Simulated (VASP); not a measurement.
# GaN (Pmc2_1) in VASP: a series of runs

GaN is run at these levels: LDA; tasks: single point.

Program: VASP 6.6.1. These are calculated values, not measurements. Logs are shortened: lines on timing, memory, paths and dates and some standing lists are left out, and cuts for length are marked.

## (1) The cell of the first run

The structure is orthorhombic, space group Pmc2_1 (No. 26). Conventional cell: a = 3.152 Å, b = 5.459 Å, c = 5.138 Å, α = 90.00°, β = 90.00°, γ = 90.00°. Within 2.5 Å of Ga (site symmetry m) lie 4 N at 1.90 to 1.98 Å. Ga (site symmetry m) has 4 N at 1.88 to 1.95 Å within 2.5 Å. Within 2.6 Å of N (site symmetry m) lie 4 Ga at 1.95 to 1.98 Å. Within 2.5 Å of N (site symmetry m) lie 4 Ga at 1.88 to 1.91 Å.

## (2) Single point, LDA (atoms displaced along a vibrational mode)

File INCAR:

```
PREC = Accurate
ENCUT = 520
EDIFF = 1E-6
ISMEAR = 0
SIGMA = 0.05
LREAL = F
LASPH = T
NELM = 80
ALGO = Normal
ISIF = 2
LWAVE = F
LCHARG = T
LELF = T
LVHAR = T
NBANDS = 46
```

File KPOINTS:

```
regular mesh
0
Gamma
  8 6 6
```

File POSCAR:

```
GaN
1.0
   -3.1515767111      0.0000000000      0.0000000000
    0.0000000000      0.0000000000     -5.1382481593
    0.0000000000     -5.4586909876      0.0000000000
Ga N
4 4
Direct
    0.5000000000      0.0045730069      0.1764520916
    0.0000000000     -0.0031705011      0.6568812418
    0.0000000000      0.4968294989      0.3431187582
    0.5000000000      0.5045730069      0.8235479084
    0.5000000000      0.6225020637      0.1680823798
    0.0000000000      0.6260954305      0.6652509536
    0.0000000000      0.1260954305      0.3347490464
    0.5000000000      0.1225020637      0.8319176202
```

Potentials or basis: VASP PAW LDA potentials, release 64 (Ga_d, N).

Launch:

```console
> cat potpaw_LDA.64/Ga_d/POTCAR potpaw_LDA.64/N/POTCAR > POTCAR
> mpirun -np 1 vasp_std > vasp.out
```

OUTCAR:

```text
PREC = Accurate
   ENCUT = 520
   EDIFF = 1E-6
   ISMEAR = 0
   LREAL = F
   LASPH = T
   NELM = 80
   ISIF = 2

 ion  position               nearest neighbor table
   1  0.500  0.005  0.176-   7 1.90   7 1.90   5 1.96   8 1.98
   2  0.000  0.997  0.657-   7 1.88   6 1.91   8 1.95   8 1.95
   3  0.000  0.497  0.343-   6 1.88   7 1.91   5 1.95   5 1.95
   4  0.500  0.505  0.824-   6 1.90   6 1.90   8 1.96   5 1.98
   5  0.500  0.623  0.168-   3 1.95   3 1.95   1 1.96   4 1.98
   6  0.000  0.626  0.665-   3 1.88   4 1.90   4 1.90   2 1.91
   7  0.000  0.126  0.335-   2 1.88   1 1.90   1 1.90   3 1.91
   8  0.500  0.123  0.832-   2 1.95   2 1.95   4 1.96   1 1.98

  LATTYP: Found a simple orthorhombic cell.
 ALAT       =     3.1515767111
 B/A-ratio  =     1.6303738193
 C/A-ratio  =     1.7320508076

  Lattice vectors:

 A1 = (  -3.1515767111,   0.0000000000,   0.0000000000)
 A2 = (   0.0000000000,   0.0000000000,  -5.1382481593)
 A3 = (   0.0000000000,  -5.4586909876,   0.0000000000)

Analysis of symmetry for initial positions (statically):
=====================================================================
 Subroutine PRICEL returns:
 Original cell was already a primitive cell.

 Routine SETGRP: Setting up the symmetry group for a
 simple orthorhombic supercell.

 Subroutine GETGRP returns: Found  4 space group operations
 (whereof  2 operations were pure point group operations)
 out of a pool of  8 trial point group operations.

The static configuration has the point symmetry C_1h.
 The point group associated with its full space group is C_2v.

Analysis of symmetry for dynamics (positions and initial velocities):
=====================================================================
 Subroutine PRICEL returns:
 Original cell was already a primitive cell.

 Routine SETGRP: Setting up the symmetry group for a
 simple orthorhombic supercell.

 Subroutine GETGRP returns: Found  4 space group operations
 (whereof  2 operations were pure point group operations)
 out of a pool of  8 trial point group operations.

The dynamic configuration has the point symmetry C_1h.
 The point group associated with its full space group is C_2v.

 Subroutine INISYM returns: Found  4 space group operations
 (whereof  2 operations are pure point group operations),
 and found     1 'primitive' translations

----------------------------------------------------------------------------------------

                                     Primitive cell

  volume of cell :      88.3958

  direct lattice vectors                    reciprocal lattice vectors
    -3.151576711  0.000000000  0.000000000    -0.317301494  0.000000000  0.000000000
     0.000000000  0.000000000 -5.138248159     0.000000000  0.000000000 -0.194618860
     0.000000000 -5.458690988  0.000000000     0.000000000 -0.183194103  0.000000000

  length of vectors
     3.151576711  5.138248159  5.458690988     0.317301494  0.194618860  0.183194103

  position of ions in fractional coordinates (direct lattice)
     0.500000000  0.004573007  0.176452092
     0.000000000  0.996829499  0.656881242
     0.000000000  0.496829499  0.343118758
     0.500000000  0.504573007  0.823547908
     0.500000000  0.622502064  0.168082380
     0.000000000  0.626095431  0.665250954
     0.000000000  0.126095431  0.334749046
     0.500000000  0.122502064  0.831917620

  ion indices of the primitive-cell ions
   primitive index   ion index
                 1           1
                 2           2
                 3           3
                 4           4
                 5           5
                 6           6
                 7           7
                 8           8

----------------------------------------------------------------------------------------

 KPOINTS: regular mesh

Automatic generation of k-mesh.
 Grid dimensions read from file:
 generate k-points for:    8    6    6

 Generating k-lattice:

  Cartesian coordinates                     Fractional coordinates (reciprocal lattice)
    -0.039662687  0.000000000  0.000000000     0.125000000  0.000000000  0.000000000
     0.000000000  0.000000000 -0.032436477     0.000000000  0.166666667  0.000000000
     0.000000000 -0.030532351  0.000000000     0.000000000  0.000000000  0.166666667

  Length of vectors
     0.039662687  0.032436477  0.030532351

  Shift w.r.t. Gamma in fractional coordinates (k-lattice)
     0.000000000  0.000000000  0.000000000

 Subroutine IBZKPT returns following result:
 ===========================================

 Found     80 irreducible k-points:

 Following reciprocal coordinates:
            Coordinates               Weight
  0.000000  0.000000  0.000000      1.000000
  0.125000  0.000000  0.000000      2.000000
  0.250000  0.000000  0.000000      2.000000
  0.375000  0.000000  0.000000      2.000000
  0.500000  0.000000  0.000000      1.000000
  0.000000  0.166667  0.000000      2.000000
[... 16 lines left out ...]
  0.250000  0.000000  0.166667      4.000000
  0.375000  0.000000  0.166667      4.000000
 [... further k-points ...]
   k-points           NKPTS =     80   k-points in BZ     NKDIM =     80   number of bands    NBANDS=     46
   number of dos      NEDOS =    301   number of ions     NIONS =      8
   total plane-waves  NPLWV =  40320
   dimension x,y,z NGX =    24 NGY =   40 NGZ =   42
   dimension x,y,z NGXF=    48 NGYF=   80 NGZF=   84
   ions per type =               4   4
   NGX,Y,Z   is equivalent  to a cutoff of  12.66, 12.94, 12.79 a.u.
   NGXF,Y,Z  is equivalent  to a cutoff of  25.32, 25.88, 25.58 a.u.
 SYSTEM =  unknown system
   PREC   = accura    normal or accurate (medium, high low for compatibility)
   ISTART =      0    job   : 0-new  1-cont  2-samecut
   ICHARG =      2    charge: 1-file 2-atom 10-const
   ISPIN  =      1    spin polarized calculation?
   LNONCOLLINEAR =      F non collinear calculations
   LSORBIT =      F    spin-orbit coupling
   LASPH  =      T    aspherical Exc in radial PAW
   ENCUT  =  520.0 eV  38.22 Ry    6.18 a.u.   5.86  9.55 10.15*2*pi/ulx,y,z
   NELM   =     80;   NELMIN=  2; NELMDL= -5     # of ELM steps
   EDIFF  = 0.1E-05   stopping-criterion for ELM
   LREAL  =      F    real-space projection
   EDIFFG = 0.1E-04   stopping-criterion for IOM
   NSW    =      0    number of steps for IOM
   IBRION =     -1    ionic relax: 0-MD 1-quasi-New 2-CG
   NFREE  =      0    steps in history (QN), initial steepest desc. (CG)
   ISIF   =      2    stress and relaxation
   ISYM   =      2    0-nonsym 1-usesym 2-fastsym
   POTIM  = 0.5000    time-step for ionic-motion
   TEBEG  =    0.0;   TEEND  =   0.0 temperature during run
   PSTRESS=    0.0 pullay stress
   NELECT =      72.0000    total number of electrons
   NUPDOWN=      -1.0000    fix difference up-down
   EMIN   =  10.00;   EMAX   =-10.00  energy-range for DOS
   EFERMI =   0.00;   METHOD = LEGACY
   ISMEAR =     0;   SIGMA  =   0.05  broadening in eV -4-tet -1-fermi 0-gaus
   EFERMI_NEDOS =   21; number of points for ismear=-14 and -15
   IALGO  =     38    algorithm
   IMIX   =      4    mixing-type and parameters
     AMIX     =   0.40;   BMIX     =  1.00
     AMIX_MAG =   1.60;   BMIX_MAG =  1.00
  volume/ion in A,a.u.               =      11.05        74.57
  Fermi-wavevector in a.u.,A,eV,Ry     =   1.528886  2.889176 31.803525  2.337493
  Thomas-Fermi vector in A             =   2.636583
   LORBIT       =      0    0 simple, 1 ext, 2 COOP (PROOUT), +10 PAW based schemes
   GGA     = CA    functional components
   LHFCALC =     F    Hartree Fock is set to
   AEXX    =    0.0000 exact exchange contribution
   IVDW    =     0    specifies the selected vdW correction
   LEPSILON=     F    determine dielectric tensor
   LRPA    =     F    only Hartree local field effects (RPA)
 non-spin polarized calculation
 Gauss-broadening in eV      SIGMA  =   0.05
  energy-cutoff  :      520.00
  volume of cell :       88.40
 maximum number of plane-waves:      2408
 NGX is ok and might be reduce to    24
   NGX = 11   NGY = 19   NGZ = 21

 number of electron      71.9999966 magnetization

 Free energy of the ion-electron system (eV)
  ---------------------------------------------------
  ext. energy  EPLUGINS =         0.00000000
  ---------------------------------------------------
  free energy    TOTEN  =       -55.64689908 eV

  energy without entropy =      -55.64689908  energy(sigma->0) =      -55.64689908

 E-fermi :   5.7085     XC(G=0): -12.2987

 val. band max:        5.4814034693   @ k =   0.0000   0.0000   0.0000
 cond. band min:       7.5654076076   @ k =   0.0000   0.0000   0.0000
 fundamental gap:      2.0840041384
 Fermi energy:         5.7084953459

 k-point     1 :       0.0000    0.0000    0.0000
  band No.  band energies     occupation
      1     -10.8281      2.00000
      2     -10.0648      2.00000
      3      -9.4668      2.00000
      4      -9.4344      2.00000
      5      -8.1717      2.00000
      6      -8.1680      2.00000
[... 38 lines left out ...]
     45      15.3392      0.00000
     46      15.7172      0.00000

 k-point     2 :       0.1250    0.0000    0.0000
  band No.  band energies     occupation
      1     -10.7152      2.00000
      2     -10.0284      2.00000
      3      -9.4575      2.00000
      4      -9.4076      2.00000
      5      -8.1579      2.00000
      6      -8.1505      2.00000
[... 38 lines left out ...]
     45      15.3464      0.00000
     46      15.6736      0.00000

 k-point     3 :       0.2500    0.0000    0.0000
  band No.  band energies     occupation
      1     -10.4402      2.00000
      2      -9.9484      2.00000
      3      -9.4341      2.00000
      4      -9.3529      2.00000
      5      -8.1570      2.00000
      6      -8.1131      2.00000
[... 1018 lines left out ...]
     45      15.0371      0.00000
     46      15.5999      0.00000

 k-point    24 :       0.3750    0.0000    0.1667
  band No.  band energies     occupation
      1     -10.1691      2.00000
      2      -9.8814      2.00000
      3      -9.4132      2.00000
      4      -9.3104      2.00000
      5      -8.1480      2.00000
      6      -8.0983      2.00000
[... 38 lines left out ...]
     45      15.0919      0.00000
     46      15.3269      0.00000

 [... further k-points ...]

------------------------ aborting loop because EDIFF is reached ----------------------------------------

  FORCE on cell =-STRESS in cart. coord.  units (eV):
  Direction    XX          YY          ZZ          XY          YZ          ZX
  --------------------------------------------------------------------------------------
  -------------------------------------------------------------------------------------
  Total        0.9653972      0.9892803      0.8942191      0.0000000      0.0000000      0.0000000
  in kB       17.4978684     17.9307513     16.2077615      0.0000000      0.0000000      0.0000000
  external PRESSURE =      17.2121271 kB  Pullay stress =       0.0000000 kB

 VOLUME and BASIS-vectors are now :
 -----------------------------------------------------------------------------
  energy-cutoff  :      520.00
  volume of cell :       88.40
      direct lattice vectors                 reciprocal lattice vectors
    -3.151576711  0.000000000  0.000000000    -0.317301494  0.000000000  0.000000000
     0.000000000  0.000000000 -5.138248159     0.000000000  0.000000000 -0.194618860
     0.000000000 -5.458690988  0.000000000     0.000000000 -0.183194103  0.000000000

 POSITION                                       TOTAL-FORCE (eV/Angst)
 -----------------------------------------------------------------------------------
     -1.57579     -0.96320     -0.02350         0.000000      1.360065      0.542341
      0.00000     -3.58571     -5.12196         0.000000     -1.452304     -0.493578
      0.00000     -1.87298     -2.55283         0.000000      1.452304     -0.493578
     -1.57579     -4.49549     -2.59262         0.000000     -1.360065      0.542341
     -1.57579     -0.91751     -3.19857         0.000000     -0.020349     -0.067216
      0.00000     -3.63140     -3.21703         0.000000     -0.120441      0.018453
      0.00000     -1.82729     -0.64791         0.000000      0.120441      0.018453
     -1.57579     -4.54118     -0.62945         0.000000      0.020349     -0.067216
 -----------------------------------------------------------------------------------
    total drift:                               -0.000000      0.000000      0.000098

  FREE ENERGIE OF THE ION-ELECTRON SYSTEM (eV)
  ---------------------------------------------------
  free  energy   TOTEN  =       -55.6468990755 eV

  energy  without entropy=      -55.6468990755  energy(sigma->0) =      -55.64689908
```

Run time: 4.8 min. Hardware: 1 thread of Intel Xeon Platinum 8259CL at 2.50GHz (Skylake/Cascade Lake), shared host; peak memory 0.33 GiB.

What came out:

```
Free energy            : -55.6469 eV
Pressure               : 1.7 GPa
Largest force          : 1.534 eV/Å
Band gap on the k mesh : 2.08 eV
```

Forces in eV/Å, atoms in the order of the input:
```
Ga   0.000  1.360  0.542
Ga   0.000 -1.452 -0.494
Ga   0.000  1.452 -0.494
Ga   0.000 -1.360  0.542
N    0.000 -0.020 -0.067
N    0.000 -0.120  0.018
N    0.000  0.120  0.018
N    0.000  0.020 -0.067
```

Levels at points of the mesh, in eV from the valence-band top:
```
           k point  band 32  band 33  band 34  band 35  band 36  band 37  band 38  band 39  band 40  band 41
(0.00, 0.00, 0.00)    -1.11    -0.77    -0.09    -0.03     0.00     2.08     4.32     4.97     5.61     5.95
(0.50, 0.00, 0.00)    -3.96    -2.29    -2.26    -2.18    -1.83     5.25     5.88     6.62     6.88     7.61
(0.00, 0.50, 0.00)    -2.01    -0.58    -0.58    -0.52    -0.52     4.21     4.21     4.49     4.49     7.76
(0.50, 0.50, 0.00)    -3.54    -1.99    -1.99    -1.56    -1.56     5.63     5.63     6.01     6.01     7.90
(0.00, 0.00, 0.50)    -2.05    -0.87    -0.71    -0.62    -0.39     4.21     4.52     5.91     6.02     7.15
(0.50, 0.00, 0.50)    -2.79    -2.50    -2.25    -1.17    -0.98     4.67     5.24     5.41     5.76     5.76
(0.00, 0.50, 0.50)    -2.04    -1.76    -1.76    -1.05    -1.05     5.03     5.03     5.46     5.46     7.54
(0.50, 0.50, 0.50)    -2.08    -2.02    -2.02    -1.75    -1.75     4.07     4.07     4.60     4.60     7.60
```

Caveat: the cell differs from its parent crystal (atoms displaced along a vibrational mode); forces of over 1 eV/Å act on the atoms, so gaps and moduli don't describe the material at rest.

(Continued in part 2 of 2.)
